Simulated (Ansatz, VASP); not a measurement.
## One calculation of KTaO3, two programs

```
CELL_PARAMETERS angstrom
4.02485 0.00000 0.00000
0.00000 4.11863 0.00000
0.00000 0.00000 4.02485
ATOMIC_POSITIONS crystal
K 0.50000 0.50000 0.50000
Ta 0.00000 0.00000 0.00000
O 0.50000 0.00000 0.00000
O 0.00000 0.50000 0.00000
O 0.00000 0.00000 0.50000
```

Change from the starting cell: normal strain along x +0.0000, normal strain along y +0.0233.

Alike in both runs: task single point; functional PBE; k mesh 8 × 8 × 8; occupations gaussian, width 0.05 eV; no spin polarisation.

|  | VASP | Ansatz |
| --- | --- | --- |
| version | VASP 6.6.1 | Ansatz 0.2.0 |
| potentials or method | VASP PAW PBE potentials, release 64 (K_sv, Ta_pv, O), cutoff 520 eV | scalar-relativistic, plane waves, PAW |
| valence electrons in the cell | 38 | 40 |

```tsv
	VASP	Ansatz	Ansatz less VASP
gap on the k mesh at the Fermi level (eV)	2.04	2.08	+0.043
least direct gap on the mesh (eV)	2.67	2.70	+0.035
pressure (GPa)	-3.5	-4.0	-0.51
traceless stress, the component that is largest in VASP (GPa)	-4.64	-4.57	+0.074
```

The functional is the same, so the differences come from potentials, cutoffs and numerics. VASP's potentials hold 38 valence electrons a cell and Ansatz's 40, so a difference there can come from the potentials and not from the codes.

Neither program's run includes spin-orbit coupling.
